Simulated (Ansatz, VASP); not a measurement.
**CoW3 in VASP and in Ansatz**

```xyz
4
Lattice="3.9074 0.0000 0.0000 0.0000 3.9074 0.0000 0.0000 0.0000 3.9074" Properties=species:S:1:pos:R:3 pbc="T T T"
W     1.9537    1.9537    0.0000
W     1.9537    0.0000    1.9537
W     0.0000    1.9537    1.9537
Co    0.0000    0.0000    0.0000
```

Alike in both runs: task single point; functional PBEsol; k mesh 6 × 6 × 6; occupations fermi-dirac, width 0.05 eV; collinear spin; fixed moment 3 μB.

```csv
,VASP,Ansatz
version,VASP 6.6.1,Ansatz 0.2.0
potentials or method,"VASP PAW PBE potentials, release 64 (W_sv, Co)",Ansatz PAW
plane-wave cutoff (eV),600,420
valence electrons in the cell,51,59
```

Ansatz gave:

```
pressure (GPa)                                                : -5.6
net moment per atom (μB)                                      : 0.75
size of the moment on the site where the two differ most (μB) : 1.53
```

Task: Which values does VASP return?

Result: Pressure (GPa): -5.2; net moment per atom (μB): 0.75; size of the moment on the site where the two differ most (μB): 1.50.

VASP's potentials were made for PBE, not for PBEsol. Site moments also hang on the region over which each program counts them. The functional is the same, so the differences come from potentials, cutoffs and numerics. VASP's potentials hold 51 valence electrons a cell and Ansatz's 59, so a difference there can come from the potentials and not from the codes.

Neither program's run includes spin-orbit coupling.
